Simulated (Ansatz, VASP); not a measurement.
**Two plane-wave programs on KNb3O**

File INCAR:

```
ALGO = Normal
EDIFF = 1E-6
EDIFFG = -0.04
ENCUT = 600
GGA = PE
IBRION = 2
ISIF = 3
ISMEAR = 0
LASPH = True
LCHARG = False
LREAL = False
LWAVE = False
NELM = 100
NSW = 90
PREC = Accurate
SIGMA = 0.1
```

KPOINTS

```
k-points
0
Gamma
  4 4 4
```

POSCAR

```
KNb3O
1.0
    4.3193475300      0.0000000000      0.0000000000
    0.0000000000      4.3193475300      0.0000000000
    0.0000000000      0.0000000000      4.3193475300
K Nb O
1 3 1
Direct
    0.0000000000      0.0000000000      0.0000000000
    0.5000000000      0.5000000000      0.0000000000
    0.5000000000      0.0000000000      0.5000000000
    0.0000000000      0.5000000000      0.5000000000
    0.5000000000      0.5000000000      0.5000000000
```

Input for Ansatz:

```yaml
crystal:
  lattice:
    - [4.31934753, 0.0, 0.0]
    - [0.0, 4.31934753, 0.0]
    - [0.0, 0.0, 4.31934753]
  atoms:
    - { symbol: K, position: [0.0, 0.0, 0.0] }
    - { symbol: Nb, position: [0.5, 0.5, 0.0] }
    - { symbol: Nb, position: [0.5, 0.0, 0.5] }
    - { symbol: Nb, position: [0.0, 0.5, 0.5] }
    - { symbol: O, position: [0.5, 0.5, 0.5] }
basis:
  ecutwfc: 420
kpoints:
  mp_grid: { grid: [4, 4, 4] }
hamiltonian:
  xc: pbe
scf:
  occupations: { method: gaussian, width: 0.1 }
  lower_state_search: "off"
output:
  forces: true
  stress: true
  eigenvalues: true
relax:
  adjacent_minimum: "off"
  f_tol: 0.04
  max_steps: 70
  cell: { stress_tol: 0.4 }
```

Change from the starting cell: species swapped into the InNi3N type (Pm-3m, No. 221).

Alike in both runs: task relaxation of cell and atoms; functional PBE; k mesh 4 × 4 × 4; occupations gaussian, width 0.1 eV; no spin polarisation.

```csv
,VASP,Ansatz
version,VASP 6.6.1,Ansatz 0.2.0
potentials or method,"VASP PAW PBE potentials, release 64 (K_sv, Nb_sv, O), cutoff 600 eV","scalar-relativistic, plane waves, PAW"
valence electrons in the cell,54,54
```

Ansatz gave:

- gap on the k mesh at the Fermi level, each at its own relaxed structure (eV): none
- relaxed volume (Å³/atom): 17.36
- relaxed cell length with the largest relative difference (Å): 4.428

Task: Which values does VASP return?

Result: gap on the k mesh at the Fermi level, each at its own relaxed structure (eV): none; relaxed volume (Å³/atom): 17.40; relaxed cell length with the largest relative difference (Å): 4.431.

A gap of «none» marks a metal or a gap that the smearing closes.

The k mesh is coarse, so the values compare programs but aren't converged.
